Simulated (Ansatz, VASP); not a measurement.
**Two plane-wave programs on AlN**

Contents of INCAR:

```
SYSTEM = AlN
PREC = Accurate ; ENCUT = 520
EDIFF = 1E-7 ; ISMEAR = 0
SIGMA = 0.02 ; LREAL = .False.
LASPH = .True. ; NELM = 60
ALGO = Normal ; ISIF = 2
LWAVE = .False. ; LCHARG = .False.
GGA = PE ; IBRION = 2
NSW = 60 ; EDIFFG = -0.008
```

KPOINTS

```
Automatic mesh
0
Gamma
  12 12 6
  0 0 0
```

Contents of POSCAR:

```
AlN
1.0
    3.1302084198      0.0000000000      0.0000000000
   -1.5651042099      2.7108400106      0.0000000000
    0.4516238990      0.0000000000      5.0180433220
Al N
2 2
Direct
    0.6634335632      0.3334024664      0.4995808449
    0.3300310968      0.6665975336      0.9995808449
    0.6694260732      0.3323168063      0.8804191551
    0.3371092669      0.6676831937      0.3804191551
```

Input for Ansatz:

```yaml
crystal:
  lattice:
    - [3.1302084198, 0.0, 0.0]
    - [-1.5651042099, 2.7108400106, 0.0]
    - [0.451623899, 0.0, 5.018043322]
  atoms:
    - { symbol: Al, position: [0.6634335632, 0.3334024664, 0.4995808449] }
    - { symbol: Al, position: [0.3300310968, 0.6665975336, 0.9995808449] }
    - { symbol: "N", position: [0.6694260732, 0.3323168063, 0.8804191551] }
    - { symbol: "N", position: [0.3371092669, 0.6676831937, 0.3804191551] }
basis:
  ecutwfc: 420
kpoints:
  mp_grid: { grid: [12, 12, 6] }
hamiltonian:
  xc: pbe
scf:
  occupations: { method: gaussian, width: 0.02 }
output:
  forces: true
  stress: true
  eigenvalues: true
relax:
  adjacent_minimum: "off"
  f_tol: 0.008
  max_steps: 40
```

Change from the starting cell: shear of c along a, cell held, atoms relaxed: +9.0 %.

Alike in both runs: task relaxation of the atoms; functional PBE; k mesh 12 × 12 × 6; occupations gaussian, width 0.02 eV; no spin polarisation.

|  | VASP | Ansatz |
| --- | --- | --- |
| version | VASP 6.6.1 | Ansatz 0.2.0 |
| potentials or method | VASP PAW PBE potentials, release 64 (Al, N), cutoff 520 eV | scalar-relativistic, plane waves, PAW |
| valence electrons in the cell | 16 | 16 |

```csv
,VASP,Ansatz,Ansatz less VASP
"gap on the k mesh at the Fermi level, each at its own relaxed structure (eV)",3.76,3.75,-0.007
```

Ansatz's warnings: stress scf threshold loose.
